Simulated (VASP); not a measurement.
TaN:

```
CELL_PARAMETERS angstrom
5.19600 0.00000 0.00000
-2.59800 4.49987 0.00000
0.00000 0.00000 2.91100
ATOMIC_POSITIONS crystal
Ta 0.33333 0.66667 0.50000
Ta 0.66667 0.33333 0.50000
Ta 0.00000 0.00000 0.00000
N 0.39285 0.00000 0.00000
N 0.60715 0.60715 0.00000
N 0.00000 0.39285 0.00000
```

```yaml
Program: VASP 6.6.1
Task: relaxation of cell and atoms
Functional: LDA
Potentials_or_basis: VASP PAW LDA potentials, release 64 (Ta_pv, N)
Cutoff: 600 eV
k_mesh: 5 × 5 × 7
Occupations: fermi-dirac, width 0.05 eV
Spin: no spin polarisation
```

At the start: pressure -8.4 GPa; volume 11.34 Å³/atom.

Task: How do energy, volume and symmetry change on relaxing?

Result: Over 9 steps the energy falls by 7.7 meV/atom and the volume is 11.06 Å³/atom (-2.5 %); space group P-62m (No. 189, to 0.05 Å).

The path:
```tsv
step	energy change (eV)	largest force (eV/Å)	pressure (GPa)	volume (Å³)
1	0.0000	0.0332	-8.41	68.06
2	0.2538	0.3649	25.08	62.36
3	-0.0458	0.0743	-0.21	66.41
4	-0.0458	0.0767	-0.02	66.37
5	-0.0458	0.0790	0.16	66.34
6	-0.0462	0.0055	0.16	66.33
7	-0.0462	0.0139	0.16	66.33
8	-0.0462	0.0050	-0.32	66.41
9	-0.0462	0.0050	-0.09	66.37
```

Final structure:
```
Ta N
1.0
     5.15637    0.00000    0.00000
    -2.57818    4.46554    0.00000
     0.00000    0.00000    2.88233
Ta N
3 3
Cartesian
  0.0000 2.9770 1.4412
  2.5782 1.4885 1.4412
  0.0000 0.0000 0.0000
  2.0285 0.0000 0.0000
  1.5639 2.7088 0.0000
  4.1421 1.7568 0.0000
```
